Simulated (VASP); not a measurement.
Input of a VASP 6.6.1 run:

File INCAR:

```
  ALGO = Normal
  EDIFF = 1E-6
  ENCUT = 520
  GGA = PE
  ISIF = 2
  ISMEAR = 0
  ISPIN = 2
  LASPH = True
  LCHARG = False
  LMAXMIX = 4
  LORBIT = 11
  LREAL = False
  LWAVE = False
  MAGMOM = 0.81
  NBANDS = 15
  NELM = 150
  PREC = Accurate
  SIGMA = 0.1
```

File KPOINTS:

```
k-points
0
Gamma
  20 20 20
```

File POSCAR:

```
Ni
1.0
    0.0000000000      1.7592378692      1.7592378692
    1.7592378692      0.0000000000      1.7592378692
    1.7592378692      1.7592378692      0.0000000000
Ni
1
Direct
    0.0000000000      0.0000000000      0.0000000000
```

Potentials or basis: VASP PAW PBE potentials, release 64 (Ni).

Command:

```sh
$ cat potpaw_PBE.64/Ni/POTCAR > POTCAR
$ mpirun -np 1 vasp_std > vasp.out
```

(1) Predict the site moments.

(2) Estimate the pressure.

Answers

(1) Ni +0.64 μB.

(2) 0.0 GPa.
